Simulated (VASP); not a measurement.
The system is MoS2.

```xyz
3
Lattice="3.2275 0.0000 0.0000 -1.6137 2.7951 0.0000 0.0000 0.0000 6.3125" Properties=species:S:1:pos:R:3 pbc="T T T"
Mo    0.0000    0.0000    3.1562
S     0.0000    1.8634    1.6117
S     1.6137    0.9317    4.7008
```

| Item | Value |
| --- | --- |
| Program | VASP 6.6.1 |
| Task | relaxation of cell and atoms |
| Functional | BLYP |
| Dispersion | D3(BJ) |
| Potentials or basis | VASP PAW PBE potentials, release 64 (Mo_sv, S) |
| Cutoff | 600 eV |
| k mesh | 10 × 10 × 5 |
| Occupations | fermi-dirac, width 0.15 eV |
| Spin | no spin polarisation |

At the start: pressure 0.6 GPa; volume 18.98 Å³/atom.

Q: Where does the relaxation end?

A: Over 20 steps the energy falls by 48.2 meV/atom and the volume is 17.00 Å³/atom (-10.4 %); space group P-3m1 (No. 164, to 0.1 Å) before and after.

Step by step:
```csv
step,energy change (eV),largest force (eV/Å),pressure (GPa),volume (Å³)
1,0.0000,0.6552,0.64,56.94
2,-0.0150,0.0004,-3.41,57.57
3,-0.0165,0.1514,-2.49,57.42
4,-0.0363,0.1314,-2.12,56.55
5,-0.0806,0.0638,-0.74,54.00
6,-0.0653,0.1607,4.13,49.09
7,-0.0941,0.0545,0.94,52.21
8,-0.1209,0.0835,0.05,51.71
9,-0.1381,0.2786,-0.97,50.94
10,-0.1347,0.2540,2.92,49.81
11,-0.1427,0.0535,0.66,50.45
12,-0.1443,0.0526,-0.10,50.84
13,-0.1443,0.0532,-0.09,50.82
14,-0.1443,0.0531,-0.07,50.81
15,-0.1444,0.0064,0.27,50.80
16,-0.1444,0.0062,0.20,50.80
17,-0.1445,0.0006,0.11,50.89
18,-0.1446,0.0042,-0.03,51.00
19,-0.1447,0.0002,-0.04,51.00
20,-0.1447,0.0078,0.00,51.00
```

Final structure:
```xyz
3
Lattice="3.2385 0.0000 0.0000 -1.6193 2.8046 0.0000 0.0000 0.0000 5.6153" Properties=species:S:1:pos:R:3 pbc="T T T"
Mo    0.0000    0.0000    2.8077
S     0.0000    1.8698    1.2543
S     1.6193    0.9349    4.3610
```

Caveat: the PAW data sets were made with another functional, which shifts forces and pressure a little.
